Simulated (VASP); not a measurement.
**Li27H26 (a cell with a defect): relaxation of the atoms with PBE**

System: Li27H26 (a cell with a defect).

```
Li H
1.0
     0.00000    6.01065   -6.01065
     6.01065    6.01065    0.00000
     6.01065    0.00000   -6.01065
Li H
27 26
Direct
  0.67068 0.32932 0.32932
  0.67068 0.67068 0.32932
  0.66670 0.00000 0.33330
  0.33361 0.33361 0.33361
  0.32932 0.67068 0.32932
  0.33361 0.99917 0.33361
  0.99917 0.33361 0.33361
  0.00000 0.66670 0.33330
  0.00000 0.00000 0.33330
  0.66670 0.33330 0.00000
  0.66639 0.66639 0.00083
  0.66670 0.00000 0.00000
  0.33361 0.33361 0.99917
  0.33330 0.66670 0.00000
  0.33330 0.00000 0.00000
  0.00000 0.33330 0.00000
  0.00000 0.66670 0.00000
  0.00000 0.00000 0.00000
  0.67068 0.32932 0.67068
  0.66639 0.66639 0.66639
  0.66639 0.00083 0.66639
  0.32932 0.32932 0.67068
  0.32932 0.67068 0.67068
  0.33330 0.00000 0.66670
  0.00000 0.33330 0.66670
  0.00083 0.66639 0.66639
  0.00000 0.00000 0.66670
  0.50000 0.83338 0.50000
  0.50000 0.16662 0.50000
  0.16662 0.50000 0.50000
  0.16662 0.83338 0.50000
  0.16659 0.16659 0.50023
  0.83338 0.50000 0.50000
  0.83341 0.83341 0.49977
  0.83338 0.16662 0.50000
  0.50000 0.50000 0.16662
  0.50000 0.83338 0.16662
  0.50023 0.16659 0.16659
  0.16659 0.50023 0.16659
  0.16611 0.83389 0.16611
  0.16659 0.16659 0.16659
  0.83338 0.50000 0.16662
  0.83389 0.83389 0.16611
  0.83389 0.16611 0.16611
  0.50000 0.50000 0.83338
  0.49977 0.83341 0.83341
  0.50000 0.16662 0.83338
  0.16662 0.50000 0.83338
  0.16611 0.83389 0.83389
  0.16611 0.16611 0.83389
  0.83341 0.49977 0.83341
  0.83341 0.83341 0.83341
  0.83389 0.16611 0.83389
```

This cell differs from its parent crystal: atoms taken out.

```
Program                : VASP 6.6.1
Task                   : relaxation of the atoms
Functional             : PBE
Potentials or basis    : VASP PAW PBE potentials, release 64 (Li_sv, H)
Cutoff                 : 520 eV
k mesh                 : 1 × 1 × 1
Occupations            : gaussian, width 0.01 eV
Spin                   : collinear spin
Dipole correction      : no
Further INCAR settings : LREAL = Auto; ALGO = Normal; EDIFF = 1e-06; IBRION = 2; EDIFFG = -0.025; NSW = 65
```

The largest force after relaxing is 0.015 eV/Å and the band gap on the k mesh is 1.40 eV. The net moment is 1.00 μB per cell and the valence electrons inside the program's atomic spheres are Li 2.08; H 0.54, 0.55 (each value once).

Forces on the atoms (eV/Å):
```
Li   0.002  0.000  0.000
Li   0.000 -0.002  0.000
Li   0.005 -0.005  0.000
Li   0.008  0.008 -0.008
Li   0.000  0.000 -0.002
Li  -0.008 -0.008 -0.008
Li   0.008 -0.008  0.008
Li   0.000 -0.005 -0.005
Li   0.005  0.000 -0.005
Li   0.005  0.000  0.005
Li   0.008 -0.008 -0.008
Li   0.000 -0.005  0.005
Li  -0.008  0.008  0.008
Li  -0.005  0.000 -0.005
Li   0.000  0.005 -0.005
Li   0.005  0.005  0.000
Li  -0.005 -0.005  0.000
Li   0.000  0.000  0.000
Li   0.000  0.000  0.002
Li  -0.008 -0.008  0.008
Li   0.008  0.008  0.008
Li   0.000  0.002  0.000
Li  -0.002  0.000  0.000
Li  -0.005  0.005  0.000
Li   0.000  0.005  0.005
Li  -0.008  0.008 -0.008
Li  -0.005  0.000  0.005
H    0.003  0.003  0.000
H   -0.003 -0.003  0.000
H    0.000 -0.003  0.003
H    0.003  0.000  0.003
H    0.004 -0.004 -0.004
H    0.000  0.003 -0.003
H   -0.004  0.004  0.004
H   -0.003  0.000 -0.003
H   -0.003  0.000  0.003
H    0.000  0.003  0.003
H   -0.004  0.004 -0.004
H    0.004  0.004  0.004
H    0.000  0.000 -0.004
H   -0.004 -0.004  0.004
H   -0.003  0.003  0.000
H    0.000 -0.004  0.000
H    0.004  0.000  0.000
H    0.003  0.000 -0.003
H    0.004 -0.004  0.004
H    0.000 -0.003 -0.003
H    0.003 -0.003  0.000
H   -0.004  0.000  0.000
H    0.000  0.004  0.000
H   -0.004 -0.004 -0.004
H    0.004  0.004 -0.004
H    0.000  0.000  0.004
```

Final structure:
```
Li H
1.0
     0.00000    6.01065   -6.01065
     6.01065    6.01065    0.00000
     6.01065    0.00000   -6.01065
Li H
27 26
Direct
  0.67068 0.32932 0.32932
  0.67068 0.67068 0.32932
  0.66670 0.00000 0.33330
  0.33361 0.33361 0.33361
  0.32932 0.67068 0.32932
  0.33361 0.99917 0.33361
  0.99917 0.33361 0.33361
  0.00000 0.66670 0.33330
  0.00000 0.00000 0.33330
  0.66670 0.33330 0.00000
  0.66639 0.66639 0.00083
  0.66670 0.00000 0.00000
  0.33361 0.33361 0.99917
  0.33330 0.66670 0.00000
  0.33330 0.00000 0.00000
  0.00000 0.33330 0.00000
  0.00000 0.66670 0.00000
  0.00000 0.00000 0.00000
  0.67068 0.32932 0.67068
  0.66639 0.66639 0.66639
  0.66639 0.00083 0.66639
  0.32932 0.32932 0.67068
  0.32932 0.67068 0.67068
  0.33330 0.00000 0.66670
  0.00000 0.33330 0.66670
  0.00083 0.66639 0.66639
  0.00000 0.00000 0.66670
  0.50000 0.83338 0.50000
  0.50000 0.16662 0.50000
  0.16662 0.50000 0.50000
  0.16662 0.83338 0.50000
  0.16659 0.16659 0.50023
  0.83338 0.50000 0.50000
  0.83341 0.83341 0.49977
  0.83338 0.16662 0.50000
  0.50000 0.50000 0.16662
  0.50000 0.83338 0.16662
  0.50023 0.16659 0.16659
  0.16659 0.50023 0.16659
  0.16611 0.83389 0.16611
  0.16659 0.16659 0.16659
  0.83338 0.50000 0.16662
  0.83389 0.83389 0.16611
  0.83389 0.16611 0.16611
  0.50000 0.50000 0.83338
  0.49977 0.83341 0.83341
  0.50000 0.16662 0.83338
  0.16662 0.50000 0.83338
  0.16611 0.83389 0.83389
  0.16611 0.16611 0.83389
  0.83341 0.49977 0.83341
  0.83341 0.83341 0.83341
  0.83389 0.16611 0.83389
```

Levels at points of the mesh, in eV from the valence-band top:
Spin up:
```csv
k point,band 52,band 53,band 54,band 55,band 56,band 57
"(0.00, 0.00, 0.00)",-2.97,-2.97,0.00,3.08,3.08,3.08
```
Spin down:
| k point | band 50 | band 51 | band 52 | band 53 | band 54 | band 55 | band 56 | band 57 |
| --- | --- | --- | --- | --- | --- | --- | --- | --- |
| (0.00, 0.00, 0.00) | -2.97 | -2.95 | -2.95 | -2.95 | 1.40 | 3.08 | 3.08 | 3.08 |

It took 2.3 min on 1 thread of AMD EPYC 7R13, on a shared host, peak memory 0.7 GiB.

Caveat: the k points lie up to 0.91 Å⁻¹ apart; the cell differs from its parent crystal (atoms taken out); the relaxation stopped at its first step, so nothing moved.
